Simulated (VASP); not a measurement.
A run of VASP 6.6.1 is set up as follows.

INCAR

```
ALGO     = Normal         # electronic algorithm
EDIFF    = 1E-6           # SCF threshold, eV
ENCUT    = 520            # plane-wave cutoff, eV
GGA      = PS             # functional
ISIF     = 2              # what is computed and relaxed
ISMEAR   = 0              # smearing method
LASPH    = T              # aspherical terms in the spheres
LCHARG   = F              # write CHGCAR
LREAL    = F              # projectors in reciprocal space
LWAVE    = F              # write WAVECAR
NBANDS   = 11             # bands
NELM     = 80             # most SCF steps
PREC     = Accurate       # precision mode
SIGMA    = 0.01           # smearing width, eV
```

File KPOINTS:

```
k-points
0
Gamma
  6 6 6
```

Contents of POSCAR:

```
BP
1.0
    0.0000000000      2.2226808807      2.2226808807
    2.2226808807      0.0000000000      2.2226808807
    2.2226808807      2.2226808807      0.0000000000
B P
1 1
Direct
    0.0000000000      0.0000000000      0.0000000000
    0.2500000000      0.2500000000      0.2500000000
```

Potentials or basis: VASP PAW PBE potentials, release 64 (B, P).

Run with:

```sh
$ cat potpaw_PBE.64/B/POTCAR potpaw_PBE.64/P/POTCAR > POTCAR
$ mpirun -np 1 vasp_std > vasp.out
```

(1) What does it give for the band gap on the k mesh?

(2) What does it give for the pressure?

Results:

(1) 1.10 eV, indirect (least direct gap 3.45 eV).

(2) 9.6 GPa.

Caveat: the PAW data sets were made with another functional, which shifts forces and pressure a little.
